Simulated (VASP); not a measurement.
# Al (Fm-3m) in VASP: notebook

Runs on Al. Level: r2SCAN. Tasks: single point.

Everything below comes from runs of VASP 6.6.1. Logs are shortened: lines on timing, memory, paths and dates and some standing lists are left out, and cuts for length are marked.

**1. The cell of the first run**

The structure is cubic, space group Fm-3m (No. 225). Conventional cell: a = 4.040 Å, b = 4.040 Å, c = 4.040 Å, α = 90.00°, β = 90.00°, γ = 90.00°. Within 3.8 Å of Al (site symmetry m-3m) lie 12 Al at 2.86 Å.

**2. Single point, r2SCAN**

File POSCAR:

```
Al
1.0
    0.0000000000      2.0201638539      2.0201638539
    2.0201638539      0.0000000000      2.0201638539
    2.0201638539      2.0201638539      0.0000000000
Al
1
Direct
    0.0000000000      0.0000000000      0.0000000000
```

File INCAR.step1:

```
ALGO = Normal ; EDIFF = 1E-4
ENCUT = 520 ; GGA = PE
ISMEAR = 0 ; LASPH = True
LCHARG = False ; LREAL = False
LWAVE = True ; NBANDS = 8
NELM = 100 ; PREC = Accurate
SIGMA = 0.1
```

File INCAR.step2:

```
ALGO = Normal ; EDIFF = 1E-7
ENCUT = 520 ; ISIF = 2
ISMEAR = 0 ; ISTART = 1
LASPH = True ; LCHARG = False
LMIXTAU = True ; LREAL = False
LWAVE = False ; METAGGA = R2SCAN
NBANDS = 8 ; NELM = 100
PREC = Accurate ; SIGMA = 0.1
```

File KPOINTS:

```
k-points
0
Gamma
  18 18 18
```

Potentials or basis: VASP PAW PBE potentials, release 64 (Al).

On the command line:

```console
$ cat potpaw_PBE.64/Al/POTCAR > POTCAR
$ cp INCAR.step1 INCAR
$ mpirun -np 1 vasp_std > vasp.out
$ cp INCAR.step2 INCAR
$ mpirun -np 1 vasp_std > vasp.out
```

OUTCAR:

```text
EDIFF = 1E-7
   ENCUT = 520
   ISIF = 2
   ISMEAR = 0
   ISTART = 1
   LASPH = True
   LREAL = False
   METAGGA = R2SCAN
   NELM = 100
   PREC = Accurate

 ion  position               nearest neighbor table
   1  0.000  0.000  0.000-

  LATTYP: Found a face centered cubic cell.
 ALAT       =     4.0403277078

  Lattice vectors:

 A1 = (   0.0000000000,   2.0201638539,   2.0201638539)
 A2 = (   2.0201638539,   0.0000000000,   2.0201638539)
 A3 = (   2.0201638539,   2.0201638539,   0.0000000000)

Analysis of symmetry for initial positions (statically):
[... 5 lines left out ...]
 face centered cubic supercell.

 Subroutine GETGRP returns: Found 48 space group operations
 (whereof 48 operations were pure point group operations)
 out of a pool of 48 trial point group operations.

The static configuration has the point symmetry O_h .

Analysis of symmetry for dynamics (positions and initial velocities):
[... 5 lines left out ...]
 face centered cubic supercell.

 Subroutine GETGRP returns: Found 48 space group operations
 (whereof 48 operations were pure point group operations)
 out of a pool of 48 trial point group operations.

The dynamic configuration has the point symmetry O_h .

 Subroutine INISYM returns: Found 48 space group operations
 (whereof 48 operations are pure point group operations),
 and found     1 'primitive' translations

----------------------------------------------------------------------------------------

                                     Primitive cell

  volume of cell :      16.4888

  direct lattice vectors                    reciprocal lattice vectors
     0.000000000  2.020163854  2.020163854    -0.247504676  0.247504676  0.247504676
     2.020163854  0.000000000  2.020163854     0.247504676 -0.247504676  0.247504676
     2.020163854  2.020163854  0.000000000     0.247504676  0.247504676 -0.247504676

  length of vectors
     2.856943120  2.856943120  2.856943120     0.428690674  0.428690674  0.428690674

  position of ions in fractional coordinates (direct lattice)
     0.000000000  0.000000000  0.000000000

  ion indices of the primitive-cell ions
   primitive index   ion index
                 1           1

----------------------------------------------------------------------------------------

 KPOINTS: k-points

Automatic generation of k-mesh.
 Grid dimensions read from file:
 generate k-points for:   18   18   18

 Generating k-lattice:

  Cartesian coordinates                     Fractional coordinates (reciprocal lattice)
    -0.013750260  0.013750260  0.013750260     0.055555556  0.000000000  0.000000000
     0.013750260 -0.013750260  0.013750260     0.000000000  0.055555556  0.000000000
     0.013750260  0.013750260 -0.013750260     0.000000000  0.000000000  0.055555556

  Length of vectors
     0.023816149  0.023816149  0.023816149

  Shift w.r.t. Gamma in fractional coordinates (k-lattice)
     0.000000000  0.000000000  0.000000000

 Subroutine IBZKPT returns following result:
 ===========================================

 Found    195 irreducible k-points:

 Following reciprocal coordinates:
            Coordinates               Weight
  0.000000  0.000000  0.000000      1.000000
  0.055556  0.000000  0.000000      8.000000
  0.111111  0.000000  0.000000      8.000000
  0.166667  0.000000  0.000000      8.000000
  0.222222  0.000000  0.000000      8.000000
  0.277778  0.000000  0.000000      8.000000
[... 16 lines left out ...]
 -0.277778  0.055556  0.000000     24.000000
 -0.222222  0.055556  0.000000     24.000000
 [... further k-points ...]
   k-points           NKPTS =    195   k-points in BZ     NKDIM =    195   number of bands    NBANDS=      8
   number of dos      NEDOS =    301   number of ions     NIONS =      1
   total plane-waves  NPLWV =  13824
   dimension x,y,z NGX =    24 NGY =   24 NGZ =   24
   dimension x,y,z NGXF=    48 NGYF=   48 NGZF=   48
   ions per type =               1
   NGX,Y,Z   is equivalent  to a cutoff of  13.97, 13.97, 13.97 a.u.
   NGXF,Y,Z  is equivalent  to a cutoff of  27.93, 27.93, 27.93 a.u.
 SYSTEM =  unknown system
   PREC   = accura    normal or accurate (medium, high low for compatibility)
   ISTART =      1    job   : 0-new  1-cont  2-samecut
   ICHARG =      0    charge: 1-file 2-atom 10-const
   ISPIN  =      1    spin polarized calculation?
   LNONCOLLINEAR =      F non collinear calculations
   LSORBIT =      F    spin-orbit coupling
   LASPH  =      T    aspherical Exc in radial PAW
   ENCUT  =  520.0 eV  38.22 Ry    6.18 a.u.   5.31  5.31  5.31*2*pi/ulx,y,z
   NELM   =    100;   NELMIN=  2; NELMDL=  0     # of ELM steps
   EDIFF  = 0.1E-06   stopping-criterion for ELM
   LREAL  =      F    real-space projection
   EDIFFG = 0.1E-05   stopping-criterion for IOM
   NSW    =      0    number of steps for IOM
   IBRION =     -1    ionic relax: 0-MD 1-quasi-New 2-CG
   NFREE  =      0    steps in history (QN), initial steepest desc. (CG)
   ISIF   =      2    stress and relaxation
   ISYM   =      2    0-nonsym 1-usesym 2-fastsym
   POTIM  = 0.5000    time-step for ionic-motion
   TEBEG  =    0.0;   TEEND  =   0.0 temperature during run
   PSTRESS=    0.0 pullay stress
   NELECT =       3.0000    total number of electrons
   NUPDOWN=      -1.0000    fix difference up-down
   EMIN   =  10.00;   EMAX   =-10.00  energy-range for DOS
   EFERMI =   0.00;   METHOD = LEGACY
   ISMEAR =     0;   SIGMA  =   0.10  broadening in eV -4-tet -1-fermi 0-gaus
   EFERMI_NEDOS =   21; number of points for ismear=-14 and -15
   IALGO  =     38    algorithm
   IMIX   =      4    mixing-type and parameters
     AMIX     =   0.40;   BMIX     =  1.00
     AMIX_MAG =   1.60;   BMIX_MAG =  1.00
  volume/ion in A,a.u.               =      16.49       111.27
  Fermi-wavevector in a.u.,A,eV,Ry     =   0.927653  1.753009 11.708346  0.860539
  Thomas-Fermi vector in A             =   2.053745
   LORBIT       =      0    0 simple, 1 ext, 2 COOP (PROOUT), +10 PAW based schemes
   METAGGA = R2SCAN    functional components
   LHFCALC =     F    Hartree Fock is set to
   AEXX    =    0.0000 exact exchange contribution
   IVDW    =     0    specifies the selected vdW correction
   LEPSILON=     F    determine dielectric tensor
   LRPA    =     F    only Hartree local field effects (RPA)
 non-spin polarized calculation
 Gauss-broadening in eV      SIGMA  =   0.10
  energy-cutoff  :      520.00
  volume of cell :       16.49
 maximum number of plane-waves:       459
 NGX is ok and might be reduce to    24
   NGX = 11   NGY = 11   NGZ = 11

 number of electron       3.0000000 magnetization

 Free energy of the ion-electron system (eV)
  ---------------------------------------------------
  ext. energy  EPLUGINS =         0.00000000
  ---------------------------------------------------
  free energy    TOTEN  =        -6.72996432 eV

  energy without entropy =       -6.72720839  energy(sigma->0) =       -6.72858636

 E-fermi :   8.0251     XC(G=0): -10.9088

 val. band max:        8.0160722315   @ k =  -0.4444   0.3333   0.1111
 cond. band min:       8.0335141066   @ k =  -0.2222   0.3889   0.1667
 fundamental gap:      0.0174418750
 Fermi energy:         8.0251365971

 k-point     1 :       0.0000    0.0000    0.0000
  band No.  band energies     occupation
      1      -3.8190      2.00000
      2      21.3499      0.00000
      3      21.3499      0.00000
      4      21.3499      0.00000
      5      23.2533      0.00000
      6      23.2533      0.00000
      7      23.2533      0.00000
      8      25.3909      0.00000

 k-point     2 :       0.0556    0.0000    0.0000
  band No.  band energies     occupation
      1      -3.7297      2.00000
      2      19.8038      0.00000
      3      21.0669      0.00000
      4      21.0669      0.00000
      5      23.6774      0.00000
      6      23.6774      0.00000
      7      23.7706      0.00000
      8      26.3563      0.00000

 k-point     3 :       0.1111    0.0000    0.0000
  band No.  band energies     occupation
      1      -3.4622      2.00000
      2      17.4573      0.00000
      3      20.5649      0.00000
      4      20.5649      0.00000
      5      23.7896      0.00000
      6      24.5768      0.00000
      7      24.5768      0.00000
      8      27.0229      0.00000

 k-point     4 :       0.1667    0.0000    0.0000
  band No.  band energies     occupation
      1      -3.0175      2.00000
      2      15.0851      0.00000
      3      20.1119      0.00000
      4      20.1119      0.00000
      5      23.6003      0.00000
      6      25.2082      0.00000
      7      25.2082      0.00000
      8      26.3281      0.00000

 k-point     5 :       0.2222    0.0000    0.0000
  band No.  band energies     occupation
      1      -2.3972      2.00000
      2      12.7910      0.00000
      3      19.7748      0.00000
      4      19.7748      0.00000
      5      23.4101      0.00000
      6      24.3040      0.00000
      7      24.3040      0.00000
      8      27.3934      0.00000

 k-point     6 :       0.2778    0.0000    0.0000
  band No.  band energies     occupation
      1      -1.6036      2.00000
      2      10.6096      0.00000
      3      19.5729      0.00000
      4      19.5729      0.00000
      5      23.2367      0.00000
      6      23.2367      0.00000
      7      23.2978      0.00000
      8      27.5002      0.00000

 k-point     7 :       0.3333    0.0000    0.0000
  band No.  band energies     occupation
      1      -0.6396      2.00000
      2       8.5582      0.00000
      3      19.5132      0.00000
      4      19.5132      0.00000
      5      22.2748      0.00000
      6      22.2748      0.00000
      7      23.3037      0.00000
      8      26.5141      0.00000

 k-point     8 :       0.3889    0.0000    0.0000
  band No.  band energies     occupation
      1       0.4910      2.00000
      2       6.6475      2.00000
      3      19.5983      0.00000
      4      19.5984      0.00000
      5      21.4501      0.00000
      6      21.4501      0.00000
      7      23.4473      0.00000
      8      25.6381      0.00000

 k-point     9 :       0.4444    0.0000    0.0000
  band No.  band energies     occupation
      1       1.7802      2.00000
      2       4.8892      2.00000
      3      19.8265      0.00000
      4      19.8265      0.00000
      5      20.7753      0.00000
      6      20.7753      0.00000
      7      23.7269      0.00000
      8      24.9071      0.00000

 k-point    10 :       0.5000    0.0000    0.0000
  band No.  band energies     occupation
      1       3.0232      2.00000
      2       3.4896      2.00000
      3      20.1074      0.00000
      4      20.1074      0.00000
      5      20.3452      0.00000
      6      20.3452      0.00000
      7      23.9957      0.00000
      8      24.4859      0.00000
[... 78 lines left out ...]
 k-point    18 :       0.4444    0.0556    0.0000
  band No.  band energies     occupation
      1       1.4101      2.00000
      2       5.5310      2.00000
      3      18.5818      0.00000
      4      19.1715      0.00000
      5      20.1256      0.00000
      6      22.2693      0.00000
      7      24.6597      0.00000
      8      25.7298      0.00000

 k-point    19 :       0.5000    0.0556    0.0000
  band No.  band energies     occupation
      1       2.7769      2.00000
      2       3.9037      2.00000
      3      18.5962      0.00000
      4      18.9164      0.00000
      5      20.4561      0.00000
      6      21.6888      0.00000
      7      24.9917      0.00000
      8      25.1458      0.00000

 k-point    20 :      -0.4444    0.0556    0.0000
  band No.  band energies     occupation
      1       2.3157      2.00000
      2       4.4169      2.00000
      3      18.1607      0.00000
      4      19.4020      0.00000
      5      20.9503      0.00000
      6      21.2547      0.00000
      7      24.5726      0.00000
      8      25.6042      0.00000

 k-point    21 :      -0.3889    0.0556    0.0000
  band No.  band energies     occupation
      1       0.9804      2.00000
      2       6.1165      2.00000
      3      17.8754      0.00000
      4      20.0381      0.00000
      5      20.9680      0.00000
      6      21.5959      0.00000
      7      24.2252      0.00000
      8      26.2805      0.00000

 k-point    22 :      -0.3333    0.0556    0.0000
  band No.  band energies     occupation
      1      -0.2036      2.00000
      2       7.9755      1.51692
      3      17.7424      0.00000
      4      20.7805      0.00000
      5      20.8704      0.00000
      6      22.3845      0.00000
      7      24.0279      0.00000
      8      27.0765      0.00000

 k-point    23 :      -0.2778    0.0556    0.0000
  band No.  band energies     occupation
      1      -1.2230      2.00000
      2       9.9772      0.00000
      3      17.7621      0.00000
      4      20.8218      0.00000
      5      21.7619      0.00000
      6      23.2939      0.00000
      7      23.9865      0.00000
      8      27.9195      0.00000

 k-point    24 :      -0.2222    0.0556    0.0000
  band No.  band energies     occupation
      1      -2.0734      2.00000
      2      12.1096      0.00000
      3      17.9340      0.00000
      4      20.9586      0.00000
      5      22.8250      0.00000
      6      23.9494      0.00000
      7      24.4376      0.00000
      8      26.7432      0.00000

 [... further k-points ...]
[... 5 lines left out ...]
  --------------------------------------------------------------------------------------
  -------------------------------------------------------------------------------------
  Total       -0.3448880     -0.3448880     -0.3448880      0.0000000     -0.0000000      0.0000000
  in kB      -33.5118871    -33.5118871    -33.5118871      0.0000000     -0.0000000      0.0000000
  external PRESSURE =     -33.5118871 kB  Pullay stress =       0.0000000 kB

 VOLUME and BASIS-vectors are now :
 -----------------------------------------------------------------------------
  energy-cutoff  :      520.00
  volume of cell :       16.49
      direct lattice vectors                 reciprocal lattice vectors
     0.000000000  2.020163854  2.020163854    -0.247504676  0.247504676  0.247504676
     2.020163854  0.000000000  2.020163854     0.247504676 -0.247504676  0.247504676
     2.020163854  2.020163854  0.000000000     0.247504676  0.247504676 -0.247504676

 POSITION                                       TOTAL-FORCE (eV/Angst)
 -----------------------------------------------------------------------------------
      0.00000      0.00000      0.00000         0.000000      0.000000     -0.000000
 -----------------------------------------------------------------------------------
    total drift:                               -0.000000      0.000000     -0.000000

  FREE ENERGIE OF THE ION-ELECTRON SYSTEM (eV)
  ---------------------------------------------------
  free  energy   TOTEN  =        -6.7299643212 eV

  energy  without entropy=       -6.7272083908  energy(sigma->0) =       -6.72858636
```

Run time: 54 s. Hardware: 1 thread of Intel Xeon Platinum 8488C (Sapphire Rapids), shared host; peak memory 0.15 GiB.

What came out:

```
Free energy : -6.7300 eV
Pressure    : -3.4 GPa
```

Levels at points of the mesh, in eV from the Fermi level:
| k point | band 1 | band 2 | band 3 | band 4 |
| --- | --- | --- | --- | --- |
| (0.00, 0.00, 0.00) | -11.84 | 13.32 | 13.32 | 13.32 |
| (0.50, 0.00, 0.00) | -5.00 | -4.54 | 12.08 | 12.08 |
| (0.50, 0.50, 0.00) | -3.16 | -1.65 | 5.46 | 6.00 |

Caveat: the PAW data sets were made with another functional, which shifts forces and pressure a little.

**3. Single point, r2SCAN**

This run uses another cell than the first one, of 12.93 Å³/atom, 0.784 times its volume.

File POSCAR:

```
Al
1.0
    0.0000000000      1.8630140269      1.8630140269
    1.8630140269      0.0000000000      1.8630140269
    1.8630140269      1.8630140269      0.0000000000
Al
1
Direct
    0.0000000000      0.0000000000      0.0000000000
```

File INCAR.step1:

```
  ALGO = Normal
  EDIFF = 1E-4
  ENCUT = 520
  GGA = PE
  ISMEAR = 0
  LASPH = True
  LCHARG = False
  LREAL = False
  LWAVE = True
  NBANDS = 8
  NELM = 80
  PREC = Accurate
  SIGMA = 0.1
```

File INCAR.step2:

```
  ALGO = Normal
  EDIFF = 1E-6
  ENCUT = 520
  ISIF = 2
  ISMEAR = 0
  ISTART = 1
  LASPH = True
  LCHARG = True
  LELF = True
  LMIXTAU = True
  LREAL = False
  LVHAR = True
  LWAVE = False
  METAGGA = R2SCAN
  NBANDS = 8
  NELM = 80
  PREC = Accurate
  SIGMA = 0.1
```

File KPOINTS:

```
k-points
0
Gamma
  20 20 20
```

Potentials or basis: VASP PAW PBE potentials, release 64 (Al).

On the command line:

```console
$ cat potpaw_PBE.64/Al/POTCAR > POTCAR
$ cp INCAR.step1 INCAR
$ mpirun -np 1 vasp_std > vasp.out
$ cp INCAR.step2 INCAR
$ mpirun -np 1 vasp_std > vasp.out
```

Run time: 56 s. Hardware: 1 thread of Intel Xeon Platinum 8488C (Sapphire Rapids), shared host; peak memory 0.13 GiB.

It converged, with:

* Free energy: -6.5146 eV
* Pressure: 29.5 GPa

Levels at points of the mesh, in eV from the Fermi level:
| k point | band 1 | band 2 | band 3 | band 4 |
| --- | --- | --- | --- | --- |
| (0.00, 0.00, 0.00) | -13.64 | 14.83 | 14.83 | 14.83 |
| (0.50, 0.00, 0.00) | -6.01 | -4.87 | 13.35 | 13.35 |
| (0.50, 0.50, 0.00) | -3.71 | -1.83 | 5.52 | 7.38 |

Caveat: the PAW data sets were made with another functional, which shifts forces and pressure a little.
